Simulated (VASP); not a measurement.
A run of VASP 6.6.1 is set up as follows.

The input INCAR:

```
SYSTEM = AsPb2
PREC     = Accurate       ! precision mode
ENCUT    = 500            ! plane-wave cutoff, eV
EDIFF    = 1E-6           ! SCF threshold, eV
ISMEAR   = 0              ! smearing method
SIGMA    = 0.1            ! smearing width, eV
LREAL    = .False.        ! projectors in reciprocal space
LASPH    = .True.         ! aspherical terms in the spheres
NELM     = 120            ! most SCF steps
ALGO     = Normal         ! electronic algorithm
ISIF     = 2              ! what is computed and relaxed
LWAVE    = .False.        ! write WAVECAR
LCHARG   = .False.        ! write CHGCAR
GGA      = PE             ! functional
NBANDS   = 24             ! bands
GGA_COMPAT= .False.
```

Contents of KPOINTS:

```
regular mesh
0
Gamma
  12 12 12
  0 0 0
```

File POSCAR:

```
AsPb2
1.0
    0.0000000000      3.6389208046      3.6389208046
    3.6389208046      0.0000000000      3.6389208046
    3.6389208046      3.6389208046      0.0000000000
As Pb
1 2
Direct
    0.0000000000      0.0000000000      0.0000000000
    0.2500000000      0.2500000000      0.2500000000
    0.7500000000      0.7500000000      0.7500000000
```

Potentials or basis: VASP PAW PBE potentials, release 64 (As, Pb_d).

The run is started by

```sh
$ cat potpaw_PBE.64/As/POTCAR potpaw_PBE.64/Pb_d/POTCAR > POTCAR
$ mpirun -np 1 vasp_std > vasp.out
```

Question: Predict the band gap on the k mesh.

Answer: Zero (an odd number of electrons rules out a gap without spin polarisation).

Question: Estimate the pressure.

Answer: 0.0 GPa.

Caveat: spin-orbit coupling is left out, which moves the levels of the heavy elements.
